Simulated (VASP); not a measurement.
# LiH16ClO8 in VASP: a series of runs, part 2 of 2

VASP 6.6.1. The steps go on from the part before.

## Step 4: Single point, PBE+D3(BJ)

The input, INCAR:

```
SYSTEM = LiH16ClO8
PREC = Accurate
ENCUT = 520
EDIFF = 1E-7
ISMEAR = -1
SIGMA = 0.05
LREAL = Auto
LASPH = .TRUE.
NELM = 100
ALGO = Normal
ISIF = 2
LWAVE = .FALSE.
LCHARG = .TRUE.
GGA = PE
IVDW = 12
LELF = .TRUE.
LVHAR = .TRUE.
NBANDS = 56
```

The input, KPOINTS:

```
regular mesh
0
G
  1 1 1
  0 0 0
```

The input, POSCAR:

```
LiH16ClO8
1.0
    6.7853200000      0.0000000000      0.0000000000
    0.0000000000      6.7853200000      0.0000000000
    0.0000000000      0.0000000000      6.7853200000
O H Li Cl
8 16 1 1
Direct
    0.8691557657      0.0622373005      0.7004975447
    0.3496961087      0.3656128230      0.9191607765
    0.7144246697      0.8657218819      0.1688940242
    0.8758908939      0.3333814765      1.0142189315
   -0.2402097469      0.6561960232      0.5687425206
    0.4823501323      0.3983010381      0.3272505939
    0.2787046153      0.7260379761      0.3437568162
    0.0760907371      0.3019754411      0.3812495210
    0.9456296829      0.0731874105      0.5711152901
    0.9508763035     -0.0301975441      0.7770893635
    0.2782035335      0.4877588677      0.8856030371
    0.2688156196      0.2555222156      0.8880789705
    0.8225993763      0.8158347727      0.0862744867
    0.6776983252      0.9962536771      0.1045050197
    0.9421221107      0.4534789811      0.9788042421
    0.8742992224      0.2591919025      0.8910854610
   -0.1732121698      0.5245441630      0.5546680186
   -0.1299717626      0.7283370571      0.6401171942
    0.4740233327      0.3602925138      0.1813326416
    0.5520594460      0.2867513986      0.3955008754
    0.2437762699      0.7298550400      0.1960113893
    0.2109701532      0.6101259778      0.3950145314
    0.2185895433      0.3285180360      0.3819569306
    0.0221065477      0.2903326593      0.2476817600
    0.5550217234      0.7228693709      0.3434473245
    0.0795835716      0.7842666227      0.9369049654
```

Potentials or basis: VASP PAW PBE potentials, release 64 (O, H, Li_sv, Cl).

The run is started by

```
$ cat potpaw_PBE.64/O/POTCAR potpaw_PBE.64/H/POTCAR potpaw_PBE.64/Li_sv/POTCAR potpaw_PBE.64/Cl/POTCAR > POTCAR
$ mpirun -np 1 vasp_gam > vasp.out
```

OUTCAR:

```text
SYSTEM = LiH16ClO8
   PREC = Accurate
   ENCUT = 520
   EDIFF = 1E-7
   ISMEAR = -1
   LREAL = Auto
   LASPH = .TRUE.
   NELM = 100
   ISIF = 2
   GGA = PE
   IVDW = 12
 IVDW          = 12

 ion  position               nearest neighbor table
   1  0.869  0.062  0.700-  10 0.99   9 1.02
   2  0.350  0.366  0.919-  12 0.95  11 0.99
   3  0.714  0.866  0.169-  13 0.98  14 1.02  25 1.87
   4  0.876  0.333  0.014-  15 0.96  16 0.98
   5  0.760  0.656  0.569-  17 1.01  18 1.02  25 2.11
   6  0.482  0.398  0.327-  20 1.01  19 1.02  25 2.26
   7  0.279  0.726  0.344-  22 0.98  21 1.03  25 1.88
   8  0.076  0.302  0.381-  24 0.98  23 0.98
   9  0.946  0.073  0.571-   1 1.02
  10  0.951  0.970  0.777-   1 0.99
  11  0.278  0.488  0.886-   2 0.99
  12  0.269  0.256  0.888-   2 0.95
  13  0.823  0.816  0.086-   3 0.98
  14  0.678  0.996  0.105-   3 1.02
[... 8 lines left out ...]
  23  0.219  0.329  0.382-   8 0.98
  24  0.022  0.290  0.248-   8 0.98
  25  0.555  0.723  0.343-   3 1.87   7 1.88   5 2.11   6 2.26
  26  0.080  0.784  0.937-

  LATTYP: Found a simple cubic cell.
 ALAT       =     6.7853200000

  Lattice vectors:

 A1 = (   6.7853200000,   0.0000000000,   0.0000000000)
 A2 = (   0.0000000000,   6.7853200000,   0.0000000000)
 A3 = (   0.0000000000,   0.0000000000,   6.7853200000)

Analysis of symmetry for initial positions (statically):
=====================================================================
 Subroutine PRICEL returns:
 Original cell was already a primitive cell.

 Routine SETGRP: Setting up the symmetry group for a
 simple cubic supercell.

 Subroutine GETGRP returns: Found  1 space group operations
 (whereof  1 operations were pure point group operations)
 out of a pool of 48 trial point group operations.

The static configuration has the point symmetry C_1 .

Analysis of symmetry for dynamics (positions and initial velocities):
=====================================================================
 Subroutine PRICEL returns:
 Original cell was already a primitive cell.

 Routine SETGRP: Setting up the symmetry group for a
 simple cubic supercell.

 Subroutine GETGRP returns: Found  1 space group operations
 (whereof  1 operations were pure point group operations)
 out of a pool of 48 trial point group operations.

The dynamic configuration has the point symmetry C_1 .

 Subroutine INISYM returns: Found  1 space group operations
 (whereof  1 operations are pure point group operations),
 and found     1 'primitive' translations

----------------------------------------------------------------------------------------

                                     Primitive cell

  volume of cell :     312.4000

  direct lattice vectors                    reciprocal lattice vectors
     6.785320000  0.000000000  0.000000000     0.147376984  0.000000000  0.000000000
     0.000000000  6.785320000  0.000000000     0.000000000  0.147376984  0.000000000
     0.000000000  0.000000000  6.785320000     0.000000000  0.000000000  0.147376984

  length of vectors
     6.785320000  6.785320000  6.785320000     0.147376984  0.147376984  0.147376984

  position of ions in fractional coordinates (direct lattice)
     0.869155766  0.062237301  0.700497545
     0.349696109  0.365612823  0.919160777
     0.714424670  0.865721882  0.168894024
     0.875890894  0.333381477  0.014218931
     0.759790253  0.656196023  0.568742521
     0.482350132  0.398301038  0.327250594
[... 18 lines left out ...]
     0.555021723  0.722869371  0.343447324
     0.079583572  0.784266623  0.936904965

  ion indices of the primitive-cell ions
   primitive index   ion index
                 1           1
                 2           2
                 3           3
                 4           4
                 5           5
                 6           6
[... 18 lines left out ...]
                25          25
                26          26

----------------------------------------------------------------------------------------

 KPOINTS: regular mesh

Automatic generation of k-mesh.
 Grid dimensions read from file:
 generate k-points for:    1    1    1

 Generating k-lattice:

  Cartesian coordinates                     Fractional coordinates (reciprocal lattice)
     0.147376984  0.000000000  0.000000000     1.000000000  0.000000000  0.000000000
     0.000000000  0.147376984  0.000000000     0.000000000  1.000000000  0.000000000
     0.000000000  0.000000000  0.147376984     0.000000000  0.000000000  1.000000000

  Length of vectors
     0.147376984  0.147376984  0.147376984

  Shift w.r.t. Gamma in fractional coordinates (k-lattice)
     0.000000000  0.000000000  0.000000000

 Subroutine IBZKPT returns following result:
 ===========================================

 Found      1 irreducible k-points:

 Following reciprocal coordinates:
            Coordinates               Weight
  0.000000  0.000000  0.000000      1.000000
   k-points           NKPTS =      1   k-points in BZ     NKDIM =      1   number of bands    NBANDS=     56
   number of dos      NEDOS =    301   number of ions     NIONS =     26
   total plane-waves  NPLWV = 125000
   dimension x,y,z NGX =    50 NGY =   50 NGZ =   50
   dimension x,y,z NGXF=   100 NGYF=  100 NGZF=  100
   ions per type =               8  16   1   1
   NGX,Y,Z   is equivalent  to a cutoff of  12.25, 12.25, 12.25 a.u.
   NGXF,Y,Z  is equivalent  to a cutoff of  24.50, 24.50, 24.50 a.u.
 SYSTEM =  LiH16ClO8
   PREC   = accura    normal or accurate (medium, high low for compatibility)
   ISTART =      0    job   : 0-new  1-cont  2-samecut
   ICHARG =      2    charge: 1-file 2-atom 10-const
   ISPIN  =      1    spin polarized calculation?
   LNONCOLLINEAR =      F non collinear calculations
   LSORBIT =      F    spin-orbit coupling
   LASPH  =      T    aspherical Exc in radial PAW
   ENCUT  =  520.0 eV  38.22 Ry    6.18 a.u.  12.62 12.62 12.62*2*pi/ulx,y,z
   NELM   =    100;   NELMIN=  2; NELMDL= -5     # of ELM steps
   EDIFF  = 0.1E-06   stopping-criterion for ELM
   LREAL  =      T    real-space projection
   EDIFFG = 0.1E-05   stopping-criterion for IOM
   NSW    =      0    number of steps for IOM
   IBRION =     -1    ionic relax: 0-MD 1-quasi-New 2-CG
   NFREE  =      0    steps in history (QN), initial steepest desc. (CG)
   ISIF   =      2    stress and relaxation
   ISYM   =      2    0-nonsym 1-usesym 2-fastsym
   POTIM  = 0.5000    time-step for ionic-motion
   TEBEG  =    0.0;   TEEND  =   0.0 temperature during run
   PSTRESS=    0.0 pullay stress
   NELECT =      74.0000    total number of electrons
   NUPDOWN=      -1.0000    fix difference up-down
   EMIN   =  10.00;   EMAX   =-10.00  energy-range for DOS
   EFERMI =   0.00;   METHOD = LEGACY
   ISMEAR =    -1;   SIGMA  =   0.05  broadening in eV -4-tet -1-fermi 0-gaus
   EFERMI_NEDOS =   21; number of points for ismear=-14 and -15
   IALGO  =     38    algorithm
   IMIX   =      4    mixing-type and parameters
     AMIX     =   0.40;   BMIX     =  1.00
     AMIX_MAG =   1.60;   BMIX_MAG =  1.00
  volume/ion in A,a.u.               =      12.02        81.08
  Fermi-wavevector in a.u.,A,eV,Ry     =   1.012935  1.914170 13.960095  1.026038
  Thomas-Fermi vector in A             =   2.146074
   LORBIT       =      0    0 simple, 1 ext, 2 COOP (PROOUT), +10 PAW based schemes
   GGA     = PE    functional components
   LHFCALC =     F    Hartree Fock is set to
   AEXX    =    0.0000 exact exchange contribution
   IVDW    =    12    specifies the selected vdW correction
   LEPSILON=     F    determine dielectric tensor
   LRPA    =     F    only Hartree local field effects (RPA)
 non-spin polarized calculation
  energy-cutoff  :      520.00
  volume of cell :      312.40
 maximum number of plane-waves:      4193
 NGX is ok and might be reduce to    50
   NGX = 25   NGY = 25   NGZ = 25

 number of electron      73.9999988 magnetization

 Free energy of the ion-electron system (eV)
  ---------------------------------------------------
  ext. energy  EPLUGINS =         0.00000000
  ---------------------------------------------------
  free energy    TOTEN  =      -123.53758770 eV

  energy without entropy =     -123.53758770  energy(sigma->0) =     -123.53758770

 E-fermi :  -2.4840     XC(G=0):  -6.5286

 val. band max:       -3.7345085450   @ k =   0.0000   0.0000   0.0000
 cond. band min:       0.8517324004   @ k =   0.0000   0.0000   0.0000
 fundamental gap:      4.5862409454
 Fermi energy:        -2.4840263788

 k-point     1 :       0.0000    0.0000    0.0000
  band No.  band energies     occupation
      1     -45.8780      2.00000
      2     -22.4856      2.00000
      3     -22.2517      2.00000
      4     -22.1849      2.00000
      5     -22.0647      2.00000
      6     -21.9588      2.00000
[... 41 lines left out ...]
     48       5.9050      0.00000
     49       6.1482      0.00000
 [bands above 49 left out]

------------------------ aborting loop because EDIFF is reached ----------------------------------------

 Edisp (eV)   -0.99506

 E8    (eV) :    -0.2340

  FORCE on cell =-STRESS in cart. coord.  units (eV):
  Direction    XX          YY          ZZ          XY          YZ          ZX
  --------------------------------------------------------------------------------------
  -------------------------------------------------------------------------------------
  Total      -0.88336    -1.67751    -5.06081     0.13006     0.42849    -0.95287
  in kB      -4.53041    -8.60331   -25.95490     0.66703     2.19753    -4.88691
  external pressure =      -13.03 kB  Pullay stress =        0.00 kB

 VOLUME and BASIS-vectors are now :
 -----------------------------------------------------------------------------
  energy-cutoff  :      520.00
  volume of cell :      312.40
      direct lattice vectors                 reciprocal lattice vectors
     6.785320000  0.000000000  0.000000000     0.147376984  0.000000000  0.000000000
     0.000000000  6.785320000  0.000000000     0.000000000  0.147376984  0.000000000
     0.000000000  0.000000000  6.785320000     0.000000000  0.000000000  0.147376984

 POSITION                                       TOTAL-FORCE (eV/Angst)
 -----------------------------------------------------------------------------------
      5.89750      0.42230      4.75310         0.626824      0.671975     -1.939604
      2.37280      2.48080      6.23680         0.890123      1.117726      0.359838
      4.84760      5.87420      1.14600        -1.176650      2.060629     -0.654208
      5.94320      2.26210      0.09648        -0.170261     -0.371929      0.658785
      5.15542      4.45250      3.85910         1.989549     -0.869324      0.517159
      3.27290      2.70260      2.22050         0.746153     -1.663759     -0.667171
[... 18 lines left out ...]
      3.76600      4.90490      2.33040         0.490961     -0.502393      0.542746
      0.54000      5.32150      6.35720         0.598980     -0.813286      0.045830
 -----------------------------------------------------------------------------------
    total drift:                               -0.003419      0.006506     -0.003365

  FREE ENERGIE OF THE ION-ELECTRON SYSTEM (eV)
  ---------------------------------------------------
  free  energy   TOTEN  =      -124.5326473300 eV

  energy  without entropy=     -124.5326473299  energy(sigma->0) =     -124.53264733
```

It took 63 s on 1 thread of Intel Xeon 6975P-C, shared host; peak memory 0.33 GiB.

What came out:

| Item | Value |
| --- | --- |
| Free energy | -124.5326 eV |
| Largest force | 2.461 eV/Å |
| Band gap on the k mesh | 4.59 eV |
| Dispersion energy per atom | -0.038 eV |

Forces in eV/Å, atoms in the order of the input:
```
O    0.627  0.672 -1.940
O    0.890  1.118  0.360
O   -1.177  2.061 -0.654
O   -0.170 -0.372  0.659
O    1.990 -0.869  0.517
O    0.746 -1.664 -0.667
O   -0.353  0.531 -1.496
O   -0.344  0.075  0.967
H   -0.857  0.339  1.383
H    0.117 -0.082  0.235
H    0.064 -0.424  0.109
H   -0.838 -0.714 -0.300
H    0.400 -0.043 -0.076
H    0.532 -1.696  0.757
H    0.183  0.965 -0.040
H   -0.138 -0.604 -0.523
H   -0.797  0.923 -0.158
H   -1.471 -0.329 -0.671
H    0.015  0.408  1.196
H   -0.469  1.058 -0.746
H   -0.140  0.095  1.590
H   -0.052  0.084 -0.164
H   -0.114 -0.308 -0.581
H    0.266  0.092 -0.346
Li   0.491 -0.502  0.543
Cl   0.599 -0.813  0.046
```

Caveat: the k points lie up to 0.93 Å⁻¹ apart; the cutoff is under 1.25 times the usual one of these potentials, so pressure, stress and relaxed cells hold a basis-set (Pulay) error.
